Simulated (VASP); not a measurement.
Here is a VASP 6.6.1 calculation.

INCAR

```
ALGO = Normal ; EDIFF = 1E-6
ENCUT = 520 ; GGA = PS
ISIF = 2 ; ISMEAR = -1
LASPH = True ; LCHARG = False
LREAL = False ; LWAVE = False
NBANDS = 11 ; NELM = 80
PREC = Accurate ; SIGMA = 0.1
```

KPOINTS

```
k-points
0
Gamma
  17 17 17
```

POSCAR

```
Pt
1.0
    0.0000000000      1.9198320203      1.9198320203
    1.9198320203      0.0000000000      1.9198320203
    1.9198320203      1.9198320203      0.0000000000
Pt
1
Direct
    0.0000000000      0.0000000000      0.0000000000
```

Potentials or basis: VASP PAW PBE potentials, release 64 (Pt).

Run with:

```bash
$ cat potpaw_PBE.64/Pt/POTCAR > POTCAR
$ mpirun -np 1 vasp_std > vasp.out
```

(1) Estimate the pressure.

(2) What does it give for the band gap on the k mesh?

Results:

(1) 20.5 GPa.

(2) zero (band 5 reaches 12.89 eV, above the bottom of band 6 at 10.45 eV).

Caveat: the PAW data sets were made with another functional, which shifts forces and pressure a little; spin-orbit coupling is left out, which moves the levels of the heavy elements.
